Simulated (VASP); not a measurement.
# BiTe (Fm-3m) in VASP: further runs, part 2 of 2

VASP 6.6.1.

**6. Relaxation of cell and atoms, PBE+D4**

The input, INCAR:

```
ALGO     = Normal         # electronic algorithm
EDIFF    = 1E-6           # SCF threshold, eV
EDIFFG   = -0.01          # ionic threshold
ENCUT    = 600            # plane-wave cutoff, eV
GGA      = PE             # functional
IBRION   = 2              # ionic algorithm
ISIF     = 3              # what is computed and relaxed
ISMEAR   = -1             # smearing method
IVDW     = 13             # dispersion correction
LASPH    = True           # aspherical terms in the spheres
LCHARG   = False          # write CHGCAR
LREAL    = False          # projectors in reciprocal space
LWAVE    = False          # write WAVECAR
NELM     = 80             # most SCF steps
NSW      = 60             # ionic steps
PREC     = Accurate       # precision mode
SIGMA    = 0.05           # smearing width, eV
```

The input, KPOINTS:

```
k-points
0
Gamma
  7 7 7
```

The input, POSCAR:

```
BiTe
1.0
    0.0000000000      3.2350000000      3.2350000000
    3.2350000000      0.0000000000      3.2350000000
    3.2350000000      3.2350000000      0.0000000000
Bi Te
1 1
Direct
    0.0000000000      0.0000000000      0.0000000000
    0.5000000000      0.5000000000      0.5000000000
```

Potentials or basis: VASP PAW PBE potentials, release 64 (Bi_d, Te).

The run is started by

```bash
> cat potpaw_PBE.64/Bi_d/POTCAR potpaw_PBE.64/Te/POTCAR > POTCAR
> mpirun -np 1 vasp_std > vasp.out
```

OUTCAR:

```text
EDIFF = 1E-6
   EDIFFG = -0.01
   ENCUT = 600
   GGA = PE
   IBRION = 2
   ISIF = 3
   ISMEAR = -1
   IVDW = 13
   LASPH = True
   LREAL = False
   NELM = 80
   NSW = 60
   PREC = Accurate

 ion  position               nearest neighbor table
   1  0.000  0.000  0.000-   2 3.23   2 3.23   2 3.23   2 3.23   2 3.23   2 3.23
   2  0.500  0.500  0.500-   1 3.23   1 3.23   1 3.23   1 3.23   1 3.23   1 3.23

  LATTYP: Found a face centered cubic cell.
 ALAT       =     6.4700000000

  Lattice vectors:

 A1 = (   0.0000000000,   3.2350000000,   3.2350000000)
 A2 = (   3.2350000000,   0.0000000000,   3.2350000000)
 A3 = (   3.2350000000,   3.2350000000,   0.0000000000)

Analysis of symmetry for initial positions (statically):
=====================================================================
 Subroutine PRICEL returns:
 Original cell was already a primitive cell.

 Routine SETGRP: Setting up the symmetry group for a
 face centered cubic supercell.

 Subroutine GETGRP returns: Found 48 space group operations
 (whereof 48 operations were pure point group operations)
 out of a pool of 48 trial point group operations.

The static configuration has the point symmetry O_h .

Analysis of symmetry for dynamics (positions and initial velocities):
=====================================================================
 Subroutine PRICEL returns:
 Original cell was already a primitive cell.

 Routine SETGRP: Setting up the symmetry group for a
 face centered cubic supercell.

 Subroutine GETGRP returns: Found 48 space group operations
 (whereof 48 operations were pure point group operations)
 out of a pool of 48 trial point group operations.

The dynamic configuration has the point symmetry O_h .

 Subroutine INISYM returns: Found 48 space group operations
 (whereof 48 operations are pure point group operations),
 and found     1 'primitive' translations

----------------------------------------------------------------------------------------

                                     Primitive cell

  volume of cell :      67.7100

  direct lattice vectors                    reciprocal lattice vectors
     0.000000000  3.235000000  3.235000000    -0.154559505  0.154559505  0.154559505
     3.235000000  0.000000000  3.235000000     0.154559505 -0.154559505  0.154559505
     3.235000000  3.235000000  0.000000000     0.154559505  0.154559505 -0.154559505

  length of vectors
     4.574980874  4.574980874  4.574980874     0.267704916  0.267704916  0.267704916

  position of ions in fractional coordinates (direct lattice)
     0.000000000  0.000000000  0.000000000
     0.500000000  0.500000000  0.500000000

  ion indices of the primitive-cell ions
   primitive index   ion index
                 1           1
                 2           2

----------------------------------------------------------------------------------------

 KPOINTS: k-points

Automatic generation of k-mesh.
 Grid dimensions read from file:
 generate k-points for:    7    7    7

 Generating k-lattice:

  Cartesian coordinates                     Fractional coordinates (reciprocal lattice)
    -0.022079929  0.022079929  0.022079929     0.142857143  0.000000000  0.000000000
     0.022079929 -0.022079929  0.022079929     0.000000000  0.142857143  0.000000000
     0.022079929  0.022079929 -0.022079929     0.000000000  0.000000000  0.142857143

  Length of vectors
     0.038243559  0.038243559  0.038243559

  Shift w.r.t. Gamma in fractional coordinates (k-lattice)
     0.000000000  0.000000000  0.000000000

 Subroutine IBZKPT returns following result:
 ===========================================

 Found     20 irreducible k-points:

 Following reciprocal coordinates:
            Coordinates               Weight
  0.000000  0.000000  0.000000      1.000000
  0.142857  0.000000  0.000000      8.000000
  0.285714  0.000000  0.000000      8.000000
  0.428571  0.000000  0.000000      8.000000
  0.142857  0.142857  0.000000      6.000000
  0.285714  0.142857  0.000000     24.000000
[... 12 lines left out ...]
 -0.428571  0.428571  0.142857     24.000000
 -0.285714  0.428571  0.142857     24.000000
   k-points           NKPTS =     20   k-points in BZ     NKDIM =     20   number of bands    NBANDS=     14
   number of dos      NEDOS =    301   number of ions     NIONS =      2
   total plane-waves  NPLWV =  64000
   dimension x,y,z NGX =    40 NGY =   40 NGZ =   40
   dimension x,y,z NGXF=    80 NGYF=   80 NGZF=   80
   ions per type =               1   1
   NGX,Y,Z   is equivalent  to a cutoff of  14.54, 14.54, 14.54 a.u.
   NGXF,Y,Z  is equivalent  to a cutoff of  29.07, 29.07, 29.07 a.u.
 SYSTEM =  unknown system
   PREC   = accura    normal or accurate (medium, high low for compatibility)
   ISTART =      0    job   : 0-new  1-cont  2-samecut
   ICHARG =      2    charge: 1-file 2-atom 10-const
   ISPIN  =      1    spin polarized calculation?
   LNONCOLLINEAR =      F non collinear calculations
   LSORBIT =      F    spin-orbit coupling
   LASPH  =      T    aspherical Exc in radial PAW
   ENCUT  =  600.0 eV  44.10 Ry    6.64 a.u.   9.14  9.14  9.14*2*pi/ulx,y,z
   NELM   =     80;   NELMIN=  2; NELMDL= -5     # of ELM steps
   EDIFF  = 0.1E-05   stopping-criterion for ELM
   LREAL  =      F    real-space projection
   EDIFFG = -.1E-01   stopping-criterion for IOM
   NSW    =     60    number of steps for IOM
   IBRION =      2    ionic relax: 0-MD 1-quasi-New 2-CG
   NFREE  =      1    steps in history (QN), initial steepest desc. (CG)
   ISIF   =      3    stress and relaxation
   ISYM   =      2    0-nonsym 1-usesym 2-fastsym
   POTIM  = 0.5000    time-step for ionic-motion
   TEBEG  =    0.0;   TEEND  =   0.0 temperature during run
   PSTRESS=    0.0 pullay stress
   NELECT =      21.0000    total number of electrons
   NUPDOWN=      -1.0000    fix difference up-down
   EMIN   =  10.00;   EMAX   =-10.00  energy-range for DOS
   EFERMI =   0.00;   METHOD = LEGACY
   ISMEAR =    -1;   SIGMA  =   0.05  broadening in eV -4-tet -1-fermi 0-gaus
   EFERMI_NEDOS =   21; number of points for ismear=-14 and -15
   IALGO  =     38    algorithm
   IMIX   =      4    mixing-type and parameters
     AMIX     =   0.40;   BMIX     =  1.00
     AMIX_MAG =   1.60;   BMIX_MAG =  1.00
  volume/ion in A,a.u.               =      33.86       228.46
  Fermi-wavevector in a.u.,A,eV,Ry     =   1.108146  2.094092 16.707785  1.227988
  Thomas-Fermi vector in A             =   2.244669
   LORBIT       =      0    0 simple, 1 ext, 2 COOP (PROOUT), +10 PAW based schemes
   GGA     = PE    functional components
   LHFCALC =     F    Hartree Fock is set to
   AEXX    =    0.0000 exact exchange contribution
   IVDW    =    13    specifies the selected vdW correction
   LEPSILON=     F    determine dielectric tensor
   LRPA    =     F    only Hartree local field effects (RPA)
 conjugate gradient relaxation of ions
 non-spin polarized calculation
  energy-cutoff  :      600.00
  volume of cell :       67.71
 maximum number of plane-waves:      2281
 NGX is ok and might be reduce to    40
   NGX = 19   NGY = 19   NGZ = 19

--------------------------------------- Ionic step        1  -------------------------------------------

 number of electron      21.0000002 magnetization

 Free energy of the ion-electron system (eV)
  ---------------------------------------------------
  ext. energy  EPLUGINS =         0.00000000
  ---------------------------------------------------
  free energy    TOTEN  =        -7.15762627 eV

  energy without entropy =       -7.13643356  energy(sigma->0) =       -7.14702991

------------------------ aborting loop because EDIFF is reached ----------------------------------------

  DFT-D4 for vdW energy calculation

  Edisp (eV):   -0.98742

  FORCE on cell =-STRESS in cart. coord.  units (eV):
  Direction    XX          YY          ZZ          XY          YZ          ZX
  --------------------------------------------------------------------------------------
  -------------------------------------------------------------------------------------
  Total      -0.56931    -0.56931    -0.56931    -0.00000    -0.00000    -0.00000
  in kB     -13.47122   -13.47122   -13.47122    -0.00000    -0.00000    -0.00000
  external pressure =      -13.47 kB  Pullay stress =        0.00 kB
[... 61 lines left out ...]
  energy  without entropy=       -8.1290567618  energy(sigma->0) =       -8.13979334

--------------------------------------- Ionic step        3  -------------------------------------------

 number of electron      21.0000002 magnetization

 Free energy of the ion-electron system (eV)
  ---------------------------------------------------
  ext. energy  EPLUGINS =         0.00000000
  ---------------------------------------------------
  free energy    TOTEN  =        -7.13956964 eV

  energy without entropy =       -7.11811197  energy(sigma->0) =       -7.12884081

 E-fermi :   7.0303     XC(G=0):  -9.5527

 val. band max:        7.0117381456   @ k =  -0.4286   0.1429   0.0000
 cond. band min:       7.0305305798   @ k =  -0.4286   0.1429   0.0000
 fundamental gap:      0.0187924342
 Fermi energy:         7.0302705945

 k-point     1 :       0.0000    0.0000    0.0000
  band No.  band energies     occupation
      1     -16.1793      2.00000
      2     -16.1793      2.00000
      3     -16.1751      2.00000
      4     -16.1751      2.00000
      5     -16.1751      2.00000
      6      -6.7269      2.00000
      7      -1.0379      2.00000
      8       4.3702      2.00000
      9       4.3702      2.00000
     10       4.3702      2.00000
     11       9.1976      0.00000
     12       9.1976      0.00000
     13       9.1976      0.00000
     14      11.6105      0.00000
[... 354 lines left out ...]
  FREE ENERGIE OF THE ION-ELECTRON SYSTEM (eV)
  ---------------------------------------------------
  free  energy   TOTEN  =        -8.1528140594 eV

  energy  without entropy=       -8.1313563869  energy(sigma->0) =       -8.14208522

 reached required accuracy - stopping structural energy minimisation
```

Wall time 66 s (1 thread of Intel Xeon 6975P-C, shared host); peak memory 0.25 GiB.

Results:

```yaml
Free_energy: -8.1528 eV
Relaxed_volume: 32.95 Å³/atom
Relaxed_cell: a = 4.534 Å, b = 4.534 Å, c = 4.534 Å, α = 60.00°, β = 60.00°, γ = 60.00°
Space_group_after_relaxing_to_0.05_Å: Fm-3m (No. 225)
Energy_gained_by_relaxing: 3.9 meV/atom
Ionic_steps: 3
Pressure_after_relaxing: 0.0 GPa
Dispersion_energy_per_atom: -0.507 eV
```

The path:
```tsv
step	energy change (eV)	largest force (eV/Å)	pressure (GPa)	volume (Å³)
1	0.0000	0.0000	-1.35	67.71
2	-0.0055	0.0000	0.79	64.96
3	-0.0078	0.0000	0.00	65.90
```

Final structure:
```
Bi Te
1.0
     0.00000    3.20598    3.20598
     3.20598    0.00000    3.20598
     3.20598    3.20598    0.00000
Bi Te
1 1
Direct
  0.00000 0.00000 0.00000
  0.50000 0.50000 0.50000
```

Caveat: spin-orbit coupling is left out, which moves the levels of the heavy elements; pairwise dispersion overbinds metals, which lowers pressure and volume.

**7. Overview**

| task | level | spin | cell | k mesh | cutoff (eV) | gap on the mesh (eV) | pressure (GPa) |
| --- | --- | --- | --- | --- | --- | --- | --- |
| relaxation of cell and atoms | PBEsol | off | relaxed to 10 GPa | 7 × 7 × 7 | 600 | none | 10.0 |
| relaxation of cell and atoms | PBEsol | off | relaxed to 20 GPa | 7 × 7 × 7 | 600 | none | 20.0 |
| relaxation of cell and atoms | PBEsol | off | relaxed to 30 GPa | 7 × 7 × 7 | 600 | none | 30.0 |
| single point | PBEsol | non-collinear, zero start, SOC | as given | 5 × 5 × 5 | 520 | - | 0.0 |
| relaxation of cell and atoms | PBE+D4 | off | relaxed | 7 × 7 × 7 | 600 | none | 0.0 |

Alike in all rows: potentials or basis VASP PAW PBE potentials, release 64 (Bi_d, Te); smearing fermi-dirac 0.05 eV.

Caveats: the PAW data sets were made with another functional, which shifts forces and pressure a little (some runs); spin-orbit coupling is left out, which moves the levels of the heavy elements (some runs); the cell is relaxed towards a set pressure, so the enthalpy falls and the energy may rise (some runs); the volume moved by over 15 % at a fixed basis, so the end points are rough (some runs); pairwise dispersion overbinds metals, which lowers pressure and volume (some runs).

Absolute energies hang on the potentials; compare differences alone.
